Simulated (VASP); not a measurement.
# Cu in VASP: single point with LDA

Aim: the single point of Cu with LDA.

Everything below comes from runs of VASP 6.6.1. Logs are shortened: lines on timing, memory, paths and dates and some standing lists are left out, and cuts for length are marked.

## Step 1: The cell of the first run

The cell holds a slab with vacuum, 11 atoms: a = 3.518 Å, b = 2.488 Å, c = 28.438 Å, α = 90.00°, β = 90.00°, γ = 90.00°.

## Step 2: Single point, LDA

Contents of INCAR:

```
ALGO     = Normal         # electronic algorithm
DIPOL    = 0.5 0.5 0.500
EDIFF    = 1E-7           # SCF threshold, eV
ENCUT    = 520            # plane-wave cutoff, eV
IDIPOL   = 3            
ISIF     = 2              # what is computed and relaxed
ISMEAR   = 1              # smearing method
LASPH    = T              # aspherical terms in the spheres
LCHARG   = F              # write CHGCAR
LDIPOL   = T            
LREAL    = F              # projectors in reciprocal space
LWAVE    = F              # write WAVECAR
NBANDS   = 72             # bands
NELM     = 80             # most SCF steps
PREC     = Accurate       # precision mode
SIGMA    = 0.1            # smearing width, eV
```

Contents of KPOINTS:

```
k-points
0
Gamma
  9 13 1
```

Contents of POSCAR:

```
Cu
1.0
    3.5179637700      0.0000000000      0.0000000000
    0.0000000000      2.4875760380      0.0000000000
    0.0000000000      0.0000000000     28.4378801900
Cu
11
Direct
    0.0000000000      0.0000000000      0.2847801567
    0.5000000000      0.5000000000      0.3240352576
    0.0000000000      0.0000000000      0.3695312163
    0.5000000000      0.5000000000      0.4125013021
    0.0000000000      0.0000000000      0.4564530367
    0.5000000000      0.5000000000      0.4999999999
    0.0000000000      0.0000000000      0.5435469621
    0.5000000000      0.5000000000      0.5874986974
    0.0000000000      0.0000000000      0.6304687831
    0.5000000000      0.5000000000      0.6759647440
    0.0000000000      0.0000000000      0.7152198443
```

Potentials or basis: VASP PAW LDA potentials, release 64 (Cu).

The run is started by

```
$ cat potpaw_LDA.64/Cu/POTCAR > POTCAR
$ mpirun -np 1 vasp_std > vasp.out
```

OUTCAR:

```text
EDIFF = 1E-7
   ENCUT = 520
   ISIF = 2
   ISMEAR = 1
   LASPH = T
   LREAL = F
   NELM = 80
   PREC = Accurate

 ion  position               nearest neighbor table
   1  0.000  0.000  0.285-   3 2.41   2 2.43   2 2.43   2 2.43   2 2.43
   2  0.500  0.500  0.324-   1 2.43   1 2.43   1 2.43   1 2.43   3 2.51   3 2.51   3 2.51   3 2.51
                             4 2.52
   3  0.000  0.000  0.370-   1 2.41   5 2.47   4 2.48   4 2.48   4 2.48   4 2.48   2 2.51   2 2.51
                             2 2.51   2 2.51
   4  0.500  0.500  0.413-   3 2.48   3 2.48   3 2.48   3 2.48   6 2.49   5 2.49   5 2.49   5 2.49
                             5 2.49   2 2.52
   5  0.000  0.000  0.456-   3 2.47   7 2.48   6 2.48   6 2.48   6 2.48   6 2.48   4 2.49   4 2.49
                             4 2.49   4 2.49
   6  0.500  0.500  0.500-   7 2.48   7 2.48   7 2.48   7 2.48   5 2.48   5 2.48   5 2.48   5 2.48
                             8 2.49   4 2.49
   7  0.000  0.000  0.544-   9 2.47   5 2.48   6 2.48   6 2.48   6 2.48   6 2.48   8 2.49   8 2.49
                             8 2.49   8 2.49
   8  0.500  0.500  0.587-   9 2.48   9 2.48   9 2.48   9 2.48   6 2.49   7 2.49   7 2.49   7 2.49
                             7 2.49  10 2.52
   9  0.000  0.000  0.630-  11 2.41   7 2.47   8 2.48   8 2.48   8 2.48   8 2.48  10 2.51  10 2.51
                            10 2.51  10 2.51
  10  0.500  0.500  0.676-  11 2.43  11 2.43  11 2.43  11 2.43   9 2.51   9 2.51   9 2.51   9 2.51
                             8 2.52
  11  0.000  0.000  0.715-   9 2.41  10 2.43  10 2.43  10 2.43  10 2.43

  LATTYP: Found a simple orthorhombic cell.
 ALAT       =     2.4875760380
 B/A-ratio  =     1.4142135622
 C/A-ratio  =    11.4319641915

  Lattice vectors:

 A1 = (   0.0000000000,  -2.4875760380,   0.0000000000)
 A2 = (   3.5179637700,   0.0000000000,   0.0000000000)
 A3 = (   0.0000000000,   0.0000000000,  28.4378801900)

Analysis of symmetry for initial positions (statically):
=====================================================================
 Subroutine PRICEL returns:
 Original cell was already a primitive cell.

 Routine SETGRP: Setting up the symmetry group for a
 simple orthorhombic supercell.

 Subroutine GETGRP returns: Found  8 space group operations
 (whereof  8 operations were pure point group operations)
 out of a pool of  8 trial point group operations.

The static configuration has the point symmetry D_2h.

Analysis of symmetry for dynamics (positions and initial velocities):
=====================================================================
 Subroutine PRICEL returns:
 Original cell was already a primitive cell.

 Routine SETGRP: Setting up the symmetry group for a
 simple orthorhombic supercell.

[... 145 lines left out ...]
  Thomas-Fermi vector in A             =   2.419328
   LORBIT       =      0    0 simple, 1 ext, 2 COOP (PROOUT), +10 PAW based schemes
   GGA     = CA    functional components
   LHFCALC =     F    Hartree Fock is set to
   AEXX    =    0.0000 exact exchange contribution
   IVDW    =     0    specifies the selected vdW correction
   LEPSILON=     F    determine dielectric tensor
   LRPA    =     F    only Hartree local field effects (RPA)
 non-spin polarized calculation
 Methfessel and Paxton  Order N= 1 SIGMA  =   0.10
  energy-cutoff  :      520.00
  volume of cell :      248.87
 maximum number of plane-waves:      6759
 NGX is ok and might be reduce to    28
   NGX = 13   NGY =  9   NGZ =105

 dipolmoment           0.000000      0.000000      0.000000 electrons x Angstroem

 number of electron     121.0000101 magnetization

 dipolmoment           0.000000      0.000000     -0.000000 electrons x Angstroem

 Free energy of the ion-electron system (eV)
  ---------------------------------------------------
  ext. energy  EPLUGINS =         0.00000000
  ---------------------------------------------------
  free energy    TOTEN  =       -49.55299333 eV

  energy without entropy =      -49.55268103  energy(sigma->0) =      -49.55288923

 E-fermi :   1.5983     XC(G=0):  -7.2546

 val. band max:        1.5896592076   @ k =   0.4444   0.0769   0.0000
 cond. band min:       1.6575280692   @ k =   0.2222   0.4615   0.0000
 fundamental gap:      0.0678688616
 Fermi energy:         1.5982984954

 k-point     1 :       0.0000    0.0000    0.0000
  band No.  band energies     occupation
      1      -8.1959      2.00000
      2      -7.6222      2.00000
      3      -6.7380      2.00000
      4      -5.6175      2.00000
      5      -4.4039      2.00000
      6      -3.7151      2.00000
[... 1789 lines left out ...]
     71       8.1846      0.00000
     72       8.2591      0.00000

 [... further k-points ...]

------------------------ aborting loop because EDIFF is reached ----------------------------------------

 vacuum level on the upper side and lower side of the slab       (xc-potential included)        -0.077        -0.077

  FORCE on cell =-STRESS in cart. coord.  units (eV):
  Direction    XX          YY          ZZ          XY          YZ          ZX
  --------------------------------------------------------------------------------------
  -------------------------------------------------------------------------------------
  Total       -0.5140103     -1.7226947      0.5717147      0.0000000      0.0000000      0.0000000
  in kB       -3.3091574    -11.0905719      3.6806540      0.0000000      0.0000000      0.0000000
  external PRESSURE =      -3.5730251 kB  Pullay stress =       0.0000000 kB

 VOLUME and BASIS-vectors are now :
 -----------------------------------------------------------------------------
  energy-cutoff  :      520.00
  volume of cell :      248.87
      direct lattice vectors                 reciprocal lattice vectors
     3.517963770  0.000000000  0.000000000     0.284255344  0.000000000  0.000000000
     0.000000000  2.487576038  0.000000000     0.000000000  0.401997762  0.000000000
     0.000000000  0.000000000 28.437880190     0.000000000  0.000000000  0.035164365

 POSITION                                       TOTAL-FORCE (eV/Angst)
 -----------------------------------------------------------------------------------
      0.00000      0.00000      8.09854         0.000000     -0.000000     -0.050137
      1.75898      1.24379      9.21488         0.000000     -0.000000     -0.001789
      0.00000      0.00000     10.50868         0.000000     -0.000000     -0.003376
      1.75898      1.24379     11.73066         0.000000      0.000000      0.004155
      0.00000      0.00000     12.98056         0.000000     -0.000000     -0.000491
      1.75898      1.24379     14.21894         0.000000     -0.000000      0.000000
      0.00000      0.00000     15.45732         0.000000     -0.000000      0.000491
      1.75898      1.24379     16.70722         0.000000     -0.000000     -0.004155
      0.00000      0.00000     17.92920         0.000000     -0.000000      0.003376
      1.75898      1.24379     19.22300         0.000000     -0.000000      0.001789
      0.00000      0.00000     20.33934         0.000000     -0.000000      0.050137
 -----------------------------------------------------------------------------------
    total drift:                                0.000000      0.000000     -0.000004

  FREE ENERGIE OF THE ION-ELECTRON SYSTEM (eV)
  ---------------------------------------------------
  free  energy   TOTEN  =       -49.5529933289 eV

  energy  without entropy=      -49.5526810343  energy(sigma->0) =      -49.55288923

 vacuum level on the upper side and lower side of the slab         6.261         6.261
```

Run time: 13 min. Hardware: 1 thread of Intel Xeon 6975P-C (Granite Rapids), shared host; peak memory 0.52 GiB.

What came out:

```yaml
Free_energy: -49.5530 eV
Largest_force: 0.050 eV/Å
Band_gap_on_the_k_mesh: zero (an odd number of electrons rules out a gap without spin polarisation)
```

Forces in eV/Å, atoms in the order of the input:
```
Cu   0.000  0.000 -0.050
Cu   0.000  0.000 -0.002
Cu   0.000  0.000 -0.003
Cu   0.000  0.000  0.004
Cu   0.000  0.000  0.000
Cu   0.000  0.000  0.000
Cu   0.000  0.000  0.000
Cu   0.000  0.000 -0.004
Cu   0.000  0.000  0.003
Cu   0.000  0.000  0.002
Cu   0.000  0.000  0.050
```

The gap in the log of VASP goes by the Fermi energy; the results here count the filled bands.